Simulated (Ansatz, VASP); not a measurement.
Two plane-wave programs on NaAuI2

```
Na Au I
1.0
     5.54400    0.00000    0.00000
     0.00000    5.54400    0.00000
     0.00000    0.00000    3.69142
Na Au I
1 1 2
Direct
  0.50000 0.50000 0.50000
  0.00000 0.00000 0.00000
  0.50000 0.00000 0.00000
  0.00000 0.50000 0.00000
```

Alike in both runs: task single point; functional PBE; k mesh 4 × 4 × 6; occupations gaussian, width 0.1 eV; no spin polarisation.

|  | VASP | Ansatz |
| --- | --- | --- |
| version | VASP 6.6.1 | Ansatz 0.2.0 |
| potentials or method | VASP PAW PBE potentials, release 64 (Na_pv, Au, I), cutoff 520 eV | scalar-relativistic, plane waves, PAW |
| valence electrons in the cell | 32 | 62 |

|  | VASP | Ansatz | Ansatz less VASP |
| --- | --- | --- | --- |
| gap on the k mesh at the Fermi level (eV) | none | none | - |
| pressure (GPa) | 5.8 | 5.9 | +0.08 |
| traceless stress, the component that is largest in VASP (GPa) | 1.23 | 1.16 | -0.067 |

A gap of «none» marks a metal or a gap that the smearing closes. The functional is the same, so the differences come from potentials, cutoffs and numerics. VASP's potentials hold 32 valence electrons a cell and Ansatz's 62, so a difference there can come from the potentials and not from the codes.

Neither program's run includes spin-orbit coupling.
